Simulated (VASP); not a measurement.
A run of VASP 6.6.1 is set up as follows.

File INCAR:

```
PREC     = Accurate       # precision mode
ENCUT    = 520            # plane-wave cutoff, eV
EDIFF    = 1E-7           # SCF threshold, eV
ISMEAR   = 0              # smearing method
SIGMA    = 0.1            # smearing width, eV
LREAL    = F              # projectors in reciprocal space
LASPH    = T              # aspherical terms in the spheres
NELM     = 100            # most SCF steps
ALGO     = Normal         # electronic algorithm
ISIF     = 2              # what is computed and relaxed
LWAVE    = F              # write WAVECAR
LCHARG   = T              # write CHGCAR
GGA      = PE             # functional
LELF     = T              # ELF
LVHAR    = T            
NBANDS   = 31             # bands
```

File KPOINTS:

```
regular mesh
0
Gamma
  12 12 10
```

Contents of POSCAR:

```
Si2Mo
1.0
    5.2555201565      0.0000000000      0.0000000000
   -2.6277600782      4.5514139656      0.0000000000
    0.0000000000      0.0000000000      4.0760624487
Si Mo
4 2
Direct
    0.5000000000      0.0000000000      0.0000000000
    0.0000000000      0.5000000000      0.0000000000
    0.5000000000      0.5000000000      0.0000000000
    0.0000000000      0.0000000000      0.0000000000
    0.3333333333      0.6666666667      0.5000000000
    0.6666666667      0.3333333333      0.5000000000
```

Potentials or basis: VASP PAW PBE potentials, release 64 (Si, Mo_sv).

The run is started by

```bash
$ cat potpaw_PBE.64/Si/POTCAR potpaw_PBE.64/Mo_sv/POTCAR > POTCAR
$ mpirun -np 1 vasp_std > vasp.out
```

Problem. What does it give for the pressure?

Solution. 0.1 GPa.

Problem. What does it give for the band gap on the k mesh?

Solution. Zero (bands 22 and 23 overlap by 1.84 eV).

Stress tensor (GPa, compression positive):
```
0.02 0.00 0.00
0.00 0.02 0.00
0.00 0.00 0.15
```
